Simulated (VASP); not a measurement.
# CaSe (F-43m) in VASP: single point with PBE+D3(BJ)

Aim: the single point of CaSe with PBE+D3(BJ).

Everything below comes from runs of VASP 6.6.1. Logs are shortened: lines on timing, memory, paths and dates and some standing lists are left out, and cuts for length are marked.

## (1) The cell of the first run

Symmetry: F-43m, No. 216, cubic system. The conventional cell has a = 6.600 Å, b = 6.600 Å, c = 6.600 Å, α = 90.00°, β = 90.00°, γ = 90.00°. Ca (site symmetry -43m) has 4 Se at 2.86 Å within 3.8 Å. Within 3.8 Å of Se (site symmetry -43m) lie 4 Ca at 2.86 Å.

## (2) Single point, PBE+D3(BJ)

INCAR reads:

```
PREC = Accurate
ENCUT = 500
EDIFF = 1E-6
ISMEAR = 0
SIGMA = 0.1
LREAL = False
LASPH = True
NELM = 120
ALGO = Normal
ISIF = 2
LWAVE = False
LCHARG = True
GGA = PE
IVDW = 12
LELF = True
LVHAR = True
NBANDS = 15
GGA_COMPAT = False
```

KPOINTS reads:

```
Automatic mesh
0
Gamma
  4 4 4
```

POSCAR reads:

```
CaSe
1.0
    0.0000000000      3.3000000000      3.3000000000
    3.3000000000      0.0000000000      3.3000000000
    3.3000000000      3.3000000000      0.0000000000
Ca Se
1 1
Direct
    0.0000000000      0.0000000000      0.0000000000
    0.7500000000      0.7500000000      0.7500000000
```

Potentials or basis: VASP PAW PBE potentials, release 64 (Ca_sv, Se).

On the command line:

```console
$ cat potpaw_PBE.64/Ca_sv/POTCAR potpaw_PBE.64/Se/POTCAR > POTCAR
$ mpirun -np 1 vasp_std > vasp.out
```

OUTCAR:

```text
PREC = Accurate
   ENCUT = 500
   EDIFF = 1E-6
   ISMEAR = 0
   LREAL = False
   LASPH = True
   NELM = 120
   ISIF = 2
   GGA = PE
   IVDW = 12
 IVDW          = 12

 ion  position               nearest neighbor table
   1  0.000  0.000  0.000-   2 2.86   2 2.86   2 2.86   2 2.86
   2  0.750  0.750  0.750-   1 2.86   1 2.86   1 2.86   1 2.86

  LATTYP: Found a face centered cubic cell.
 ALAT       =     6.6000000000

  Lattice vectors:

 A1 = (   0.0000000000,   3.3000000000,   3.3000000000)
 A2 = (   3.3000000000,   0.0000000000,   3.3000000000)
 A3 = (   3.3000000000,   3.3000000000,   0.0000000000)

Analysis of symmetry for initial positions (statically):
=====================================================================
 Subroutine PRICEL returns:
 Original cell was already a primitive cell.

 Routine SETGRP: Setting up the symmetry group for a
 face centered cubic supercell.

 Subroutine GETGRP returns: Found 24 space group operations
 (whereof 24 operations were pure point group operations)
 out of a pool of 48 trial point group operations.

The static configuration has the point symmetry T_d .

Analysis of symmetry for dynamics (positions and initial velocities):
=====================================================================
 Subroutine PRICEL returns:
 Original cell was already a primitive cell.

 Routine SETGRP: Setting up the symmetry group for a
 face centered cubic supercell.

 Subroutine GETGRP returns: Found 24 space group operations
 (whereof 24 operations were pure point group operations)
 out of a pool of 48 trial point group operations.

The dynamic configuration has the point symmetry T_d .

 Subroutine INISYM returns: Found 24 space group operations
 (whereof 24 operations are pure point group operations),
 and found     1 'primitive' translations

----------------------------------------------------------------------------------------

                                     Primitive cell

  volume of cell :      71.8740

  direct lattice vectors                    reciprocal lattice vectors
     0.000000000  3.300000000  3.300000000    -0.151515152  0.151515152  0.151515152
     3.300000000  0.000000000  3.300000000     0.151515152 -0.151515152  0.151515152
     3.300000000  3.300000000  0.000000000     0.151515152  0.151515152 -0.151515152

  length of vectors
     4.666904756  4.666904756  4.666904756     0.262431941  0.262431941  0.262431941

  position of ions in fractional coordinates (direct lattice)
     0.000000000  0.000000000  0.000000000
     0.750000000  0.750000000  0.750000000

  ion indices of the primitive-cell ions
   primitive index   ion index
                 1           1
                 2           2

----------------------------------------------------------------------------------------

 KPOINTS: Automatic mesh

Automatic generation of k-mesh.
 Grid dimensions read from file:
 generate k-points for:    4    4    4

 Generating k-lattice:

  Cartesian coordinates                     Fractional coordinates (reciprocal lattice)
    -0.037878788  0.037878788  0.037878788     0.250000000  0.000000000  0.000000000
     0.037878788 -0.037878788  0.037878788     0.000000000  0.250000000  0.000000000
     0.037878788  0.037878788 -0.037878788     0.000000000  0.000000000  0.250000000

  Length of vectors
     0.065607985  0.065607985  0.065607985

  Shift w.r.t. Gamma in fractional coordinates (k-lattice)
     0.000000000  0.000000000  0.000000000

 Subroutine IBZKPT returns following result:
 ===========================================

 Found      8 irreducible k-points:

 Following reciprocal coordinates:
            Coordinates               Weight
  0.000000  0.000000  0.000000      1.000000
  0.250000  0.000000  0.000000      8.000000
  0.500000  0.000000  0.000000      4.000000
  0.250000  0.250000  0.000000      6.000000
  0.500000  0.250000  0.000000     24.000000
 -0.250000  0.250000  0.000000     12.000000
  0.500000  0.500000  0.000000      3.000000
 -0.250000  0.500000  0.250000      6.000000
   k-points           NKPTS =      8   k-points in BZ     NKDIM =      8   number of bands    NBANDS=     15
   number of dos      NEDOS =    301   number of ions     NIONS =      2
   total plane-waves  NPLWV =  46656
   dimension x,y,z NGX =    36 NGY =   36 NGZ =   36
   dimension x,y,z NGXF=    72 NGYF=   72 NGZF=   72
   ions per type =               1   1
   NGX,Y,Z   is equivalent  to a cutoff of  12.82, 12.82, 12.82 a.u.
   NGXF,Y,Z  is equivalent  to a cutoff of  25.65, 25.65, 25.65 a.u.
 SYSTEM =  unknown system
   PREC   = accura    normal or accurate (medium, high low for compatibility)
   ISTART =      0    job   : 0-new  1-cont  2-samecut
   ICHARG =      2    charge: 1-file 2-atom 10-const
   ISPIN  =      1    spin polarized calculation?
   LNONCOLLINEAR =      F non collinear calculations
   LSORBIT =      F    spin-orbit coupling
   LASPH  =      T    aspherical Exc in radial PAW
   ENCUT  =  500.0 eV  36.75 Ry    6.06 a.u.   8.51  8.51  8.51*2*pi/ulx,y,z
   NELM   =    120;   NELMIN=  2; NELMDL= -5     # of ELM steps
   EDIFF  = 0.1E-05   stopping-criterion for ELM
   LREAL  =      F    real-space projection
   EDIFFG = 0.1E-04   stopping-criterion for IOM
   NSW    =      0    number of steps for IOM
   IBRION =     -1    ionic relax: 0-MD 1-quasi-New 2-CG
   NFREE  =      0    steps in history (QN), initial steepest desc. (CG)
   ISIF   =      2    stress and relaxation
   ISYM   =      2    0-nonsym 1-usesym 2-fastsym
   POTIM  = 0.5000    time-step for ionic-motion
   TEBEG  =    0.0;   TEEND  =   0.0 temperature during run
   PSTRESS=    0.0 pullay stress
   NELECT =      16.0000    total number of electrons
   NUPDOWN=      -1.0000    fix difference up-down
   EMIN   =  10.00;   EMAX   =-10.00  energy-range for DOS
   EFERMI =   0.00;   METHOD = LEGACY
   ISMEAR =     0;   SIGMA  =   0.10  broadening in eV -4-tet -1-fermi 0-gaus
   EFERMI_NEDOS =   21; number of points for ismear=-14 and -15
   IALGO  =     38    algorithm
   IMIX   =      4    mixing-type and parameters
     AMIX     =   0.40;   BMIX     =  1.00
     AMIX_MAG =   1.60;   BMIX_MAG =  1.00
  volume/ion in A,a.u.               =      35.94       242.51
  Fermi-wavevector in a.u.,A,eV,Ry     =   0.992181  1.874950 13.393889  0.984423
  Thomas-Fermi vector in A             =   2.123975
   LORBIT       =      0    0 simple, 1 ext, 2 COOP (PROOUT), +10 PAW based schemes
   GGA     = PE    functional components
   LHFCALC =     F    Hartree Fock is set to
   AEXX    =    0.0000 exact exchange contribution
   IVDW    =    12    specifies the selected vdW correction
   LEPSILON=     F    determine dielectric tensor
   LRPA    =     F    only Hartree local field effects (RPA)
 non-spin polarized calculation
 Gauss-broadening in eV      SIGMA  =   0.10
  energy-cutoff  :      500.00
  volume of cell :       71.87
 maximum number of plane-waves:      1850
 NGX is ok and might be reduce to    36
   NGX = 17   NGY = 17   NGZ = 17

 number of electron      16.0000001 magnetization

 Free energy of the ion-electron system (eV)
  ---------------------------------------------------
  ext. energy  EPLUGINS =         0.00000000
  ---------------------------------------------------
  free energy    TOTEN  =        -8.96844057 eV

  energy without entropy =       -8.96844057  energy(sigma->0) =       -8.96844057

 E-fermi :   0.1038     XC(G=0):  -7.5506

 val. band max:       -0.3715029697   @ k =  -0.2500   0.2500   0.0000
 cond. band min:       2.7731704337   @ k =   0.0000   0.0000   0.0000
 fundamental gap:      3.1446734034
 Fermi energy:         0.1038261069

 k-point     1 :       0.0000    0.0000    0.0000
  band No.  band energies     occupation
      1     -39.5109      2.00000
      2     -20.5233      2.00000
      3     -20.5233      2.00000
      4     -20.5233      2.00000
      5     -10.6802      2.00000
      6      -0.4624      2.00000
      7      -0.4624      2.00000
      8      -0.4624      2.00000
      9       2.7732      0.00000
     10       4.9608      0.00000
     11       4.9608      0.00000
     12       6.9233      0.00000
     13       6.9233      0.00000
     14       6.9233      0.00000
     15       8.6213      0.00000

 k-point     2 :       0.2500    0.0000    0.0000
  band No.  band energies     occupation
      1     -39.5101      2.00000
      2     -20.5437      2.00000
      3     -20.5258      2.00000
      4     -20.5258      2.00000
      5     -10.5583      2.00000
      6      -1.1494      2.00000
      7      -0.4204      2.00000
      8      -0.4204      2.00000
      9       4.1418      0.00000
     10       4.8168      0.00000
     11       4.8168      0.00000
     12       6.0364      0.00000
     13       6.7026      0.00000
     14       6.7026      0.00000
     15       7.6383      0.00000

 k-point     3 :       0.5000    0.0000    0.0000
  band No.  band energies     occupation
      1     -39.5093      2.00000
      2     -20.5639      2.00000
      3     -20.5283      2.00000
      4     -20.5283      2.00000
      5     -10.4346      2.00000
      6      -1.5696      2.00000
      7      -0.3877      2.00000
      8      -0.3877      2.00000
      9       4.6684      0.00000
     10       5.0743      0.00000
     11       5.0743      0.00000
     12       5.3881      0.00000
     13       5.9237      0.00000
     14       5.9237      0.00000
     15       8.3911      0.00000

 k-point     4 :       0.2500    0.2500    0.0000
  band No.  band energies     occupation
      1     -39.5099      2.00000
      2     -20.5451      2.00000
      3     -20.5293      2.00000
      4     -20.5293      2.00000
      5     -10.5183      2.00000
      6      -1.2178      2.00000
      7      -0.4463      2.00000
      8      -0.4463      2.00000
      9       3.8725      0.00000
     10       4.8471      0.00000
     11       5.2930      0.00000
     12       6.1446      0.00000
     13       6.2934      0.00000
     14       6.2934      0.00000
     15       8.1476      0.00000

 k-point     5 :       0.5000    0.2500    0.0000
  band No.  band energies     occupation
      1     -39.5091      2.00000
      2     -20.5605      2.00000
      3     -20.5365      2.00000
      4     -20.5318      2.00000
      5     -10.3956      2.00000
      6      -1.3844      2.00000
      7      -0.6900      2.00000
      8      -0.4021      2.00000
      9       3.7313      0.00000
     10       4.7239      0.00000
     11       5.2578      0.00000
     12       5.9711      0.00000
     13       6.2040      0.00000
     14       6.7807      0.00000
     15       8.4395      0.00000

 k-point     6 :      -0.2500    0.2500    0.0000
  band No.  band energies     occupation
      1     -39.5093      2.00000
      2     -20.5554      2.00000
      3     -20.5368      2.00000
      4     -20.5283      2.00000
      5     -10.4362      2.00000
      6      -1.2687      2.00000
      7      -0.7742      2.00000
      8      -0.3715      2.00000
      9       4.3183      0.00000
     10       4.6367      0.00000
     11       4.9897      0.00000
     12       6.0701      0.00000
     13       6.3366      0.00000
     14       6.6005      0.00000
     15       7.9731      0.00000

 k-point     7 :       0.5000    0.5000    0.0000
  band No.  band energies     occupation
      1     -39.5088      2.00000
      2     -20.5663      2.00000
      3     -20.5353      2.00000
      4     -20.5353      2.00000
      5     -10.3553      2.00000
      6      -1.5913      2.00000
      7      -0.4136      2.00000
      8      -0.4136      2.00000
      9       3.1677      0.00000
     10       4.5664      0.00000
     11       5.6676      0.00000
     12       5.6676      0.00000
     13       5.6901      0.00000
     14       7.5202      0.00000
     15       8.8317      0.00000

 k-point     8 :      -0.2500    0.5000    0.2500
  band No.  band energies     occupation
      1     -39.5088      2.00000
      2     -20.5608      2.00000
      3     -20.5409      2.00000
      4     -20.5355      2.00000
      5     -10.3555      2.00000
      6      -1.0668      2.00000
      7      -1.0621      2.00000
      8      -0.4759      2.00000
      9       3.3903      0.00000
     10       4.5750      0.00000
     11       5.4602      0.00000
     12       5.7825      0.00000
     13       6.3569      0.00000
     14       8.2582      0.00000
     15       8.4720      0.00000

------------------------ aborting loop because EDIFF is reached ----------------------------------------

 Edisp (eV)   -0.48861

 E8    (eV) :    -0.2228

  FORCE on cell =-STRESS in cart. coord.  units (eV):
  Direction    XX          YY          ZZ          XY          YZ          ZX
  --------------------------------------------------------------------------------------
  -------------------------------------------------------------------------------------
  Total      -0.59545    -0.59545    -0.59545     0.00000     0.00000     0.00000
  in kB     -13.27336   -13.27336   -13.27336     0.00000     0.00000     0.00000
  external pressure =      -13.27 kB  Pullay stress =        0.00 kB

 VOLUME and BASIS-vectors are now :
 -----------------------------------------------------------------------------
  energy-cutoff  :      500.00
  volume of cell :       71.87
      direct lattice vectors                 reciprocal lattice vectors
     0.000000000  3.300000000  3.300000000    -0.151515152  0.151515152  0.151515152
     3.300000000  0.000000000  3.300000000     0.151515152 -0.151515152  0.151515152
     3.300000000  3.300000000  0.000000000     0.151515152  0.151515152 -0.151515152

 POSITION                                       TOTAL-FORCE (eV/Angst)
 -----------------------------------------------------------------------------------
      0.00000      0.00000      0.00000         0.000000      0.000000     -0.000000
      4.95000      4.95000      4.95000        -0.000000     -0.000000      0.000000
 -----------------------------------------------------------------------------------
    total drift:                               -0.000000     -0.000000     -0.000000

  FREE ENERGIE OF THE ION-ELECTRON SYSTEM (eV)
  ---------------------------------------------------
  free  energy   TOTEN  =        -9.4570474156 eV

  energy  without entropy=       -9.4570474156  energy(sigma->0) =       -9.45704742
```

Run time: 6.6 s. Hardware: 1 thread of Intel Xeon Platinum 8481C at 2.70GHz (Sapphire Rapids), shared host; peak memory 0.2 GiB.

What came out:

| Property | Result |
| --- | --- |
| Free energy | -9.4570 eV |
| Pressure | -1.3 GPa |
| Band gap on the k mesh | 3.14 eV, indirect (least direct gap 3.24 eV) |
| Dispersion energy per atom | -0.244 eV |
